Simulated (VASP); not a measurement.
# ZnSe (F-43m) in VASP: single point with PBEsol

Aim: the single point of ZnSe with PBEsol.

Program: VASP 6.6.1. These are calculated values, not measurements. Logs are shortened: lines on timing, memory, paths and dates and some standing lists are left out, and cuts for length are marked.

### 1 The cell of the first run

It takes space group F-43m (No. 216, cubic). Conventional cell: a = 5.633 Å, b = 5.633 Å, c = 5.633 Å, α = 90.00°, β = 90.00°, γ = 90.00°. Within 3.2 Å of Zn (site symmetry -43m) lie 4 Se at 2.44 Å. Se (site symmetry -43m) has 4 Zn at 2.44 Å within 3.2 Å.

### 2 Single point, PBEsol

The input, INCAR:

```
SYSTEM = ZnSe
  PREC = Accurate
  ENCUT = 520
  EDIFF = 1E-6
  ISMEAR = -1
  SIGMA = 0.1
  LREAL = .FALSE.
  LASPH = .TRUE.
  NELM = 80
  ALGO = Normal
  ISIF = 2
  LWAVE = .FALSE.
  LCHARG = .TRUE.
  GGA = PS
  LELF = .TRUE.
  LVHAR = .TRUE.
  NBANDS = 16
```

The input, KPOINTS:

```
regular mesh
0
G
  14 14 14
  0 0 0
```

The input, POSCAR:

```
ZnSe
1.0
    0.0000000000      2.8165937352      2.8165937352
    2.8165937352      0.0000000000      2.8165937352
    2.8165937352      2.8165937352      0.0000000000
Zn Se
1 1
Direct
    0.0000000000      0.0000000000      0.0000000000
    0.7500000000      0.7500000000      0.7500000000
```

Potentials or basis: VASP PAW PBE potentials, release 64 (Zn, Se).

Launch:

```
> cat potpaw_PBE.64/Zn/POTCAR potpaw_PBE.64/Se/POTCAR > POTCAR
> mpirun -np 1 vasp_std > vasp.out
```

OUTCAR:

```text
SYSTEM = ZnSe
   PREC = Accurate
   ENCUT = 520
   EDIFF = 1E-6
   ISMEAR = -1
   LREAL = .FALSE.
   LASPH = .TRUE.
   NELM = 80
   ISIF = 2
   GGA = PS

 ion  position               nearest neighbor table
   1  0.000  0.000  0.000-   2 2.44   2 2.44   2 2.44   2 2.44
   2  0.750  0.750  0.750-   1 2.44   1 2.44   1 2.44   1 2.44

  LATTYP: Found a face centered cubic cell.
 ALAT       =     5.6331874704

  Lattice vectors:

 A1 = (   0.0000000000,   2.8165937352,   2.8165937352)
 A2 = (   2.8165937352,   0.0000000000,   2.8165937352)
 A3 = (   2.8165937352,   2.8165937352,   0.0000000000)

Analysis of symmetry for initial positions (statically):
=====================================================================
 Subroutine PRICEL returns:
 Original cell was already a primitive cell.

 Routine SETGRP: Setting up the symmetry group for a
 face centered cubic supercell.

 Subroutine GETGRP returns: Found 24 space group operations
 (whereof 24 operations were pure point group operations)
 out of a pool of 48 trial point group operations.

The static configuration has the point symmetry T_d .

Analysis of symmetry for dynamics (positions and initial velocities):
=====================================================================
 Subroutine PRICEL returns:
 Original cell was already a primitive cell.

 Routine SETGRP: Setting up the symmetry group for a
 face centered cubic supercell.

 Subroutine GETGRP returns: Found 24 space group operations
 (whereof 24 operations were pure point group operations)
 out of a pool of 48 trial point group operations.

The dynamic configuration has the point symmetry T_d .

 Subroutine INISYM returns: Found 24 space group operations
 (whereof 24 operations are pure point group operations),
 and found     1 'primitive' translations

----------------------------------------------------------------------------------------

                                     Primitive cell

  volume of cell :      44.6892

  direct lattice vectors                    reciprocal lattice vectors
     0.000000000  2.816593735  2.816593735    -0.177519389  0.177519389  0.177519389
     2.816593735  0.000000000  2.816593735     0.177519389 -0.177519389  0.177519389
     2.816593735  2.816593735  0.000000000     0.177519389  0.177519389 -0.177519389

  length of vectors
     3.983265060  3.983265060  3.983265060     0.307472602  0.307472602  0.307472602

  position of ions in fractional coordinates (direct lattice)
     0.000000000  0.000000000  0.000000000
     0.750000000  0.750000000  0.750000000

  ion indices of the primitive-cell ions
   primitive index   ion index
                 1           1
                 2           2

----------------------------------------------------------------------------------------

 KPOINTS: regular mesh

Automatic generation of k-mesh.
 Grid dimensions read from file:
 generate k-points for:   14   14   14

 Generating k-lattice:

  Cartesian coordinates                     Fractional coordinates (reciprocal lattice)
    -0.012679956  0.012679956  0.012679956     0.071428571  0.000000000  0.000000000
     0.012679956 -0.012679956  0.012679956     0.000000000  0.071428571  0.000000000
     0.012679956  0.012679956 -0.012679956     0.000000000  0.000000000  0.071428571

  Length of vectors
     0.021962329  0.021962329  0.021962329

  Shift w.r.t. Gamma in fractional coordinates (k-lattice)
     0.000000000  0.000000000  0.000000000

 Subroutine IBZKPT returns following result:
 ===========================================

 Found    104 irreducible k-points:

 Following reciprocal coordinates:
            Coordinates               Weight
  0.000000  0.000000  0.000000      1.000000
  0.071429  0.000000  0.000000      8.000000
  0.142857  0.000000  0.000000      8.000000
  0.214286  0.000000  0.000000      8.000000
  0.285714  0.000000  0.000000      8.000000
  0.357143  0.000000  0.000000      8.000000
[... 16 lines left out ...]
  0.214286  0.142857  0.000000     24.000000
  0.285714  0.142857  0.000000     24.000000
 [... further k-points ...]
   k-points           NKPTS =    104   k-points in BZ     NKDIM =    104   number of bands    NBANDS=     16
   number of dos      NEDOS =    301   number of ions     NIONS =      2
   total plane-waves  NPLWV =  27000
   dimension x,y,z NGX =    30 NGY =   30 NGZ =   30
   dimension x,y,z NGXF=    60 NGYF=   60 NGZF=   60
   ions per type =               1   1
   NGX,Y,Z   is equivalent  to a cutoff of  12.52, 12.52, 12.52 a.u.
   NGXF,Y,Z  is equivalent  to a cutoff of  25.04, 25.04, 25.04 a.u.
 SYSTEM =  ZnSe
   PREC   = accura    normal or accurate (medium, high low for compatibility)
   ISTART =      0    job   : 0-new  1-cont  2-samecut
   ICHARG =      2    charge: 1-file 2-atom 10-const
   ISPIN  =      1    spin polarized calculation?
   LNONCOLLINEAR =      F non collinear calculations
   LSORBIT =      F    spin-orbit coupling
   LASPH  =      T    aspherical Exc in radial PAW
   ENCUT  =  520.0 eV  38.22 Ry    6.18 a.u.   7.41  7.41  7.41*2*pi/ulx,y,z
   NELM   =     80;   NELMIN=  2; NELMDL= -5     # of ELM steps
   EDIFF  = 0.1E-05   stopping-criterion for ELM
   LREAL  =      F    real-space projection
   EDIFFG = 0.1E-04   stopping-criterion for IOM
   NSW    =      0    number of steps for IOM
   IBRION =     -1    ionic relax: 0-MD 1-quasi-New 2-CG
   NFREE  =      0    steps in history (QN), initial steepest desc. (CG)
   ISIF   =      2    stress and relaxation
   ISYM   =      2    0-nonsym 1-usesym 2-fastsym
   POTIM  = 0.5000    time-step for ionic-motion
   TEBEG  =    0.0;   TEEND  =   0.0 temperature during run
   PSTRESS=    0.0 pullay stress
   NELECT =      18.0000    total number of electrons
   NUPDOWN=      -1.0000    fix difference up-down
   EMIN   =  10.00;   EMAX   =-10.00  energy-range for DOS
   EFERMI =   0.00;   METHOD = LEGACY
   ISMEAR =    -1;   SIGMA  =   0.10  broadening in eV -4-tet -1-fermi 0-gaus
   EFERMI_NEDOS =   21; number of points for ismear=-14 and -15
   IALGO  =     38    algorithm
   IMIX   =      4    mixing-type and parameters
     AMIX     =   0.40;   BMIX     =  1.00
     AMIX_MAG =   1.60;   BMIX_MAG =  1.00
  volume/ion in A,a.u.               =      22.34       150.79
  Fermi-wavevector in a.u.,A,eV,Ry     =   1.209014  2.284706 19.887850  1.461716
  Thomas-Fermi vector in A             =   2.344605
   LORBIT       =      0    0 simple, 1 ext, 2 COOP (PROOUT), +10 PAW based schemes
   GGA     = PS    functional components
   LHFCALC =     F    Hartree Fock is set to
   AEXX    =    0.0000 exact exchange contribution
   IVDW    =     0    specifies the selected vdW correction
   LEPSILON=     F    determine dielectric tensor
   LRPA    =     F    only Hartree local field effects (RPA)
 non-spin polarized calculation
  energy-cutoff  :      520.00
  volume of cell :       44.69
 maximum number of plane-waves:      1243
 NGX is ok and might be reduce to    30
   NGX = 15   NGY = 15   NGZ = 15

 number of electron      17.9999998 magnetization

 Free energy of the ion-electron system (eV)
  ---------------------------------------------------
  ext. energy  EPLUGINS =         0.00000000
  ---------------------------------------------------
  free energy    TOTEN  =        -6.77404201 eV

  energy without entropy =       -6.77402809  energy(sigma->0) =       -6.77403505

 E-fermi :   2.4410     XC(G=0):  -9.6100

 val. band max:        1.6454707401   @ k =   0.0000   0.0000   0.0000
 cond. band min:       2.8893266665   @ k =   0.0000   0.0000   0.0000
 fundamental gap:      1.2438559264
 Fermi energy:         2.4410469727

 k-point     1 :       0.0000    0.0000    0.0000
  band No.  band energies     occupation
      1     -11.7602      2.00000
      2      -4.9790      2.00000
      3      -4.9790      2.00000
      4      -4.9790      2.00000
      5      -4.5905      2.00000
      6      -4.5905      2.00000
[... 8 lines left out ...]
     15      13.1123      0.00000
     16      13.1123      0.00000

 k-point     2 :       0.0714    0.0000    0.0000
  band No.  band energies     occupation
      1     -11.7252      2.00000
      2      -4.9782      2.00000
      3      -4.9733      2.00000
      4      -4.9733      2.00000
      5      -4.5911      2.00000
      6      -4.5911      2.00000
[... 8 lines left out ...]
     15      12.6938      0.00000
     16      12.6938      0.00000

 k-point     3 :       0.1429    0.0000    0.0000
  band No.  band energies     occupation
      1     -11.6242      2.00000
      2      -4.9719      2.00000
      3      -4.9578      2.00000
      4      -4.9578      2.00000
      5      -4.5923      2.00000
      6      -4.5923      2.00000
[... 8 lines left out ...]
     15      12.1648      0.00000
     16      12.4696      0.00000

 k-point     4 :       0.2143    0.0000    0.0000
  band No.  band energies     occupation
      1     -11.4707      2.00000
      2      -4.9482      2.00000
      3      -4.9368      2.00000
      4      -4.9368      2.00000
      5      -4.5920      2.00000
      6      -4.5920      2.00000
[... 8 lines left out ...]
     15      11.9603      0.00000
     16      12.3924      0.00000
[... 324 lines left out ...]
 k-point    22 :       0.1429    0.1429    0.0000
  band No.  band energies     occupation
      1     -11.5787      2.00000
      2      -4.9934      2.00000
      3      -4.9386      2.00000
      4      -4.9386      2.00000
      5      -4.6060      2.00000
      6      -4.5808      2.00000
[... 8 lines left out ...]
     15      13.1364      0.00000
     16      13.4036      0.00000

 k-point    23 :       0.2143    0.1429    0.0000
  band No.  band energies     occupation
      1     -11.4644      2.00000
      2      -4.9912      2.00000
      3      -4.9161      2.00000
      4      -4.9157      2.00000
      5      -4.6108      2.00000
      6      -4.5766      2.00000
[... 8 lines left out ...]
     15      13.3481      0.00000
     16      13.8280      0.00000

 k-point    24 :       0.2857    0.1429    0.0000
  band No.  band energies     occupation
      1     -11.3077      2.00000
      2      -4.9687      2.00000
      3      -4.8921      2.00000
      4      -4.8852      2.00000
      5      -4.6092      2.00000
      6      -4.5723      2.00000
[... 8 lines left out ...]
     15      13.4027      0.00000
     16      13.8535      0.00000

 [... further k-points ...]

------------------------ aborting loop because EDIFF is reached ----------------------------------------

  FORCE on cell =-STRESS in cart. coord.  units (eV):
  Direction    XX          YY          ZZ          XY          YZ          ZX
  --------------------------------------------------------------------------------------
  -------------------------------------------------------------------------------------
  Total        0.0782163      0.0782163      0.0782163      0.0000000      0.0000000     -0.0000000
  in kB        2.8041749      2.8041749      2.8041749      0.0000000      0.0000000     -0.0000000
  external PRESSURE =       2.8041749 kB  Pullay stress =       0.0000000 kB

 VOLUME and BASIS-vectors are now :
 -----------------------------------------------------------------------------
  energy-cutoff  :      520.00
  volume of cell :       44.69
      direct lattice vectors                 reciprocal lattice vectors
     0.000000000  2.816593735  2.816593735    -0.177519389  0.177519389  0.177519389
     2.816593735  0.000000000  2.816593735     0.177519389 -0.177519389  0.177519389
     2.816593735  2.816593735  0.000000000     0.177519389  0.177519389 -0.177519389

 POSITION                                       TOTAL-FORCE (eV/Angst)
 -----------------------------------------------------------------------------------
      0.00000      0.00000      0.00000        -0.000000     -0.000000     -0.000000
      4.22489      4.22489      4.22489         0.000000      0.000000      0.000000
 -----------------------------------------------------------------------------------
    total drift:                               -0.000000     -0.000000     -0.000001

  FREE ENERGIE OF THE ION-ELECTRON SYSTEM (eV)
  ---------------------------------------------------
  free  energy   TOTEN  =        -6.7740420125 eV

  energy  without entropy=       -6.7740280937  energy(sigma->0) =       -6.77403505
```

Run time: 1.8 min. Hardware: 1 thread of Intel Xeon 8259CL, shared host; peak memory 0.22 GiB.

What came out:

| Property | Result |
| --- | --- |
| Free energy | -6.7740 eV |
| Pressure | 0.3 GPa |
| Band gap on the k mesh | 1.24 eV |

Caveat: the PAW data sets were made with another functional, which shifts forces and pressure a little.
